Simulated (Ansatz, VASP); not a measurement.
**One calculation of CsLiCr2Te2S3, two programs**

File INCAR:

```
SYSTEM = CsLiCr2Te2S3
PREC     = Accurate       ! precision mode
ENCUT    = 520            ! plane-wave cutoff, eV
EDIFF    = 1E-6           ! SCF threshold, eV
ISMEAR   = -1             ! smearing method
SIGMA    = 0.05           ! smearing width, eV
LREAL    = .False.        ! projectors in reciprocal space
LASPH    = .True.         ! aspherical terms in the spheres
NELM     = 150            ! most SCF steps
ALGO     = Normal         ! electronic algorithm
ISIF     = 2              ! what is computed and relaxed
LWAVE    = .False.        ! write WAVECAR
LCHARG   = .True.         ! write CHGCAR
ISPIN    = 2              ! spin polarisation
MAGMOM   = 0 0 3 3 0 0 0 0 0 ! initial moments
LORBIT   = 11             ! projections on sites
LMAXMIX  = 4              ! l up to which the mixer works
GGA      = B5             ! functional
ALDAX    = 1.0          
AGGAX    = 1.0          
AGGAC    = 1.0          
ALDAC    = 0.0          
LVHAR    = .True.       
NBANDS   = 47             ! bands
KPAR     = 4
```

The input KPOINTS:

```
Automatic mesh
0
Gamma
  5 5 4
  0 0 0
```

The input POSCAR:

```
CsLiCr2Te2S3
1.0
    3.4216200000     -5.1806900000      0.0078400000
    3.4216200000      5.1806900000      0.0078400000
   -2.9041100000      0.0000000000      7.4309300000
Cs Li Cr Te S
1 1 2 2 3
Direct
    0.0937400000      0.0937400000      0.0085300000
    0.5887500000      0.5887500000      0.5533600000
    0.0564600000      0.4675500000      0.5579000000
    0.4675500000      0.0564600000      0.5579000000
    0.5648600000      0.8735700000      0.2903500000
    0.8735700000      0.5648600000      0.2903500000
    0.8115100000      0.3969700000      0.7334700000
    0.3969700000      0.8115100000      0.7334700000
    0.2140400000      0.2140400000      0.4837100000
```

The input input.yaml:

```yaml
crystal:
  lattice:
    - [3.42162, -5.18069, 0.00784]
    - [3.42162, 5.18069, 0.00784]
    - [-2.90411, 0.0, 7.43093]
  atoms:
    - { symbol: Cs, position: [0.09374, 0.09374, 0.00853] }
    - { symbol: Li, position: [0.58875, 0.58875, 0.55336] }
    - { symbol: Cr, position: [0.05646, 0.46755, 0.5579], spin: 3.0 }
    - { symbol: Cr, position: [0.46755, 0.05646, 0.5579], spin: 3.0 }
    - { symbol: Te, position: [0.56486, 0.87357, 0.29035] }
    - { symbol: Te, position: [0.87357, 0.56486, 0.29035] }
    - { symbol: S, position: [0.81151, 0.39697, 0.73347] }
    - { symbol: S, position: [0.39697, 0.81151, 0.73347] }
    - { symbol: S, position: [0.21404, 0.21404, 0.48371] }
hamiltonian:
  xc: blyp
  pseudopotentials: { kind: paw }
magnetization:
  spin_polarized: true
kpoints:
  mp_grid: { grid: [5, 5, 4] }
  band_path:
    path:
      - [[0.0, 0.0, 0.0], [-0.3590512451, -0.3590512451, 0.0920144226], [-0.4106706465, -0.4106706465, 0.4246263637], [-0.3074318437, -0.3074318437, 0.7594024814], [0.0, 0.0, 0.5], [-0.5, 0.5, 0.5], [-0.5893293535, 0.4106706465, 0.5753736363]]
      - [[-0.6925681563, 0.3074318437, 0.2405975186], [-0.6409487549, 0.3590512451, -0.0920144226], [-0.5, 0.5, 0.0], [0.0, 0.0, 0.0], [-0.5, 0.0, 0.0]]
      - [[-0.5, 0.0, 0.5], [0.0, 0.0, 0.0]]
    npoints: 10
scf:
  occupations: { method: fermi_dirac, width: 0.05 }
  n_extra_bands: 22
output:
  forces: true
  stress: true
  eigenvalues: true
  fatbands: false
```

Alike in both runs: functional BLYP; k mesh 5 × 5 × 4; occupations fermi-dirac, width 0.05 eV; collinear spin.

```csv
,VASP,Ansatz
version,VASP 6.6.1,Ansatz 0.2.0
potentials or method,"VASP PAW PBE potentials, release 64 (Cs_sv, Li_sv, Cr_pv, Te, S)",Ansatz PAW
plane-wave cutoff (eV),520,420
valence electrons in the cell,66,90
task,single point,band structure
```

VASP gave:

| Quantity | Value |
| --- | --- |
| gap on the k mesh at the Fermi level (eV) | none |
| rms of the force components (eV/Å) | 0.094 |
| net moment per atom (μB) | 0.45 |
| size of the moment on the site where the two differ most (μB) | 2.20 |

Question: Estimate Ansatz's values.

Answer: gap on the k mesh at the Fermi level (eV): none; rms of the force components (eV/Å): 0.090; net moment per atom (μB): 0.45; size of the moment on the site where the two differ most (μB): 1.97.

VASP's potentials were made for PBE, not for BLYP. Site moments also hang on the region over which each program counts them. Atom by atom the forces differ by 0.007 eV/Å (rms over components). A gap of «none» marks a metal or a gap that the smearing closes. VASP's potentials hold 66 valence electrons a cell and Ansatz's 90, so a difference there can come from the potentials and not from the codes.

Spin-orbit coupling is off throughout. Noted on VASP's run: the cutoff is under 1.25 times that of the potentials, so the pressure is a little rough.
